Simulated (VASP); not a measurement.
Ga, 2 atoms in the cell. The structure is orthorhombic, space group Cmcm (No. 63). The conventional cell has a = 2.919 Å, b = 8.184 Å, c = 3.191 Å, α = 90.00°, β = 90.00°, γ = 90.00°. Ga (site symmetry m2m) has 10 Ga at 2.70 to 3.19 Å within 3.6 Å. 

| Item | Value |
| --- | --- |
| Program | VASP 6.6.1 |
| Task | electric field gradients |
| Functional | LDA |
| Potentials or basis | VASP PAW LDA potentials, release 64 (Ga_d) |
| Cutoff | 520 eV |
| k mesh | 12 × 12 × 10 |
| Occupations | fermi-dirac, width 0.08 eV |
| Spin | no spin polarisation |
| Dipole correction | no |
| Further INCAR settings | ALGO = Normal; EDIFF = 1e-08; NBANDS = 20 |

Potentials or basis: VASP PAW LDA potentials, release 64 (Ga_d).

Run with:

```console
$ cat potpaw_LDA.64/Ga_d/POTCAR > POTCAR
$ mpirun -np 1 vasp_std > vasp.out
```

Hardware: 1 thread of AMD EPYC 9R45 96-Core Processor (Zen 5), with other jobs on the host.

Q: Estimate the wall time of this run.

A: It took 96 s on 1 thread of AMD EPYC 9R45 96-Core Processor (Zen 5) (shared host), peak memory 0.23 GiB. Counts: scf iterations 12, k points 258.
